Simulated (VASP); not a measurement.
A run of VASP 6.6.1:

POSCAR

```
Os
1.0
    0.0000000000     -1.9450000000     -1.9450000000
    1.9450000000      0.0000000000     -1.9450000000
    1.9450000000     -1.9450000000      0.0000000000
Os
1
Direct
    0.0000000000      0.0000000000      0.0000000000
```

Contents of INCAR.step1:

```
ALGO     = Normal         # electronic algorithm
EDIFF    = 1E-4           # SCF threshold, eV
ENCUT    = 520            # plane-wave cutoff, eV
GGA      = PE             # functional
ISMEAR   = 0              # smearing method
LASPH    = True           # aspherical terms in the spheres
LCHARG   = False          # write CHGCAR
LREAL    = False          # projectors in reciprocal space
LWAVE    = True           # write WAVECAR
NBANDS   = 10             # bands
NELM     = 80             # most SCF steps
PREC     = Accurate       # precision mode
SIGMA    = 0.1            # smearing width, eV
```

File INCAR.step2:

```
ALGO     = Normal         # electronic algorithm
EDIFF    = 1E-7           # SCF threshold, eV
ENCUT    = 520            # plane-wave cutoff, eV
ISIF     = 2              # what is computed and relaxed
ISMEAR   = 0              # smearing method
ISTART   = 1            
LASPH    = True           # aspherical terms in the spheres
LCHARG   = True           # write CHGCAR
LELF     = True           # ELF
LMIXTAU  = True         
LREAL    = False          # projectors in reciprocal space
LVHAR    = True         
LWAVE    = False          # write WAVECAR
METAGGA  = R2SCAN         # meta-GGA
NBANDS   = 10             # bands
NELM     = 80             # most SCF steps
PREC     = Accurate       # precision mode
SIGMA    = 0.1            # smearing width, eV
```

File KPOINTS:

```
k-points
0
Gamma
  8 8 8
```

Potentials or basis: VASP PAW PBE potentials, release 64 (Os).

Launch:

```sh
$ cat potpaw_PBE.64/Os/POTCAR > POTCAR
$ cp INCAR.step1 INCAR
$ mpirun -np 1 vasp_std > vasp.out
$ cp INCAR.step2 INCAR
$ mpirun -np 1 vasp_std > vasp.out
```

Hardware: 1 thread of Intel Xeon 8259CL (shared host).

**Question.** How long does it take, and how much memory?

**Answer.** It took 22 s on 1 thread of Intel Xeon 8259CL, on a shared host, peak memory 0.13 GiB. Counts: k points 29.
